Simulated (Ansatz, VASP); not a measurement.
**LiIn4: VASP beside Ansatz**

```
Li In
1.0
     3.38862    0.00000    0.00000
    -1.69431    2.93463    0.00000
     0.00000    0.00000   12.73933
Li In
1 4
Direct
  0.00000 0.00000 0.50000
  0.33333 0.66667 0.89481
  0.66667 0.33333 0.10519
  0.33333 0.66667 0.31993
  0.66667 0.33333 0.68007
```

Alike in both runs: functional PBE; k mesh 6 × 6 × 2; occupations gaussian, width 0.1 eV; no spin polarisation.

Ansatz relaxed the structure, and its values are those at the end. VASP's run is a single point on that final structure, the one shown.

|  | VASP | Ansatz |
| --- | --- | --- |
| version | VASP 6.6.1 | Ansatz 0.2.0 |
| potentials or method | VASP PAW PBE potentials, release 64 (Li_sv, In_d), cutoff 520 eV | scalar-relativistic, plane waves, PAW |
| valence electrons in the cell | 55 | 55 |

|  | VASP | Ansatz | Ansatz less VASP |
| --- | --- | --- | --- |
| gap on the k mesh at the Fermi level (eV) | none | none | - |
| rms of the force components (eV/Å) | 0.004 | 0.004 | +0.0002 |

A gap of «none» marks a metal or a gap that the smearing closes. With one functional, cell and mesh, what is left measures potentials, basis and numerics.

Noted on VASP's run: the cutoff is short for stress, so the pressure is rough.
